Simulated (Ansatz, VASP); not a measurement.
# HfN in VASP and in Ansatz

The input INCAR:

```
SYSTEM = HfN
PREC = Accurate
ENCUT = 600
EDIFF = 1E-6
ISMEAR = 0
SIGMA = 0.15
LREAL = .False.
LASPH = .True.
NELM = 120
ALGO = Normal
ISIF = 2
LWAVE = .False.
LCHARG = .False.
GGA = PS
NBANDS = 14
GGA_COMPAT = .False.
```

File KPOINTS:

```
Automatic mesh
0
Gamma
  22 22 22
  0 0 0
```

The input POSCAR:

```
HfN
1.0
    0.0000000000      2.2507757579      2.1382369700
    2.2507757579      0.0000000000      2.1382369700
    2.2507757579      2.2507757579      0.0000000000
Hf N
1 1
Direct
    0.0000000000      0.0000000000      0.0000000000
    0.5000000000      0.5000000000      0.5000000000
```

Input for Ansatz:

```yaml
crystal:
  lattice:
    - [0.0, 2.2507757579, 2.13823697]
    - [2.2507757579, 0.0, 2.13823697]
    - [2.2507757579, 2.2507757579, 0.0]
  atoms:
    - { symbol: Hf, position: [0.0, 0.0, 0.0] }
    - { symbol: "N", position: [0.5, 0.5, 0.5] }
basis:
  ecutwfc: 420
kpoints:
  mp_grid: { grid: [22, 22, 22] }
hamiltonian:
  xc: pbesol
scf:
  occupations: { method: gaussian, width: 0.15 }
output:
  forces: true
  stress: true
  eigenvalues: true
```

Change from the starting cell: strain +0.000 along x and y, -0.050 along z, atoms carried along.

Alike in both runs: task single point; functional PBEsol; k mesh 22 × 22 × 22; occupations gaussian, width 0.15 eV; no spin polarisation.

|  | VASP | Ansatz |
| --- | --- | --- |
| version | VASP 6.6.1 | Ansatz 0.2.0 |
| potentials or method | VASP PAW PBE potentials, release 64 (Hf_pv, N), cutoff 600 eV | scalar-relativistic, plane waves, PAW |
| valence electrons in the cell | 15 | 31 |

|  | VASP | Ansatz | Ansatz less VASP |
| --- | --- | --- | --- |
| gap on the k mesh at the Fermi level (eV) | none | none | - |
| pressure (GPa) | 16.0 | 18.3 | +2.26 |
| traceless stress, the component that is largest in VASP (GPa) | 24.31 | 24.25 | -0.068 |

VASP's potentials were made for PBE, not for PBEsol. A gap of «none» marks a metal or a gap that the smearing closes. VASP's potentials hold 15 valence electrons a cell and Ansatz's 31, so a difference there can come from the potentials and not from the codes.

Spin-orbit coupling is off throughout.
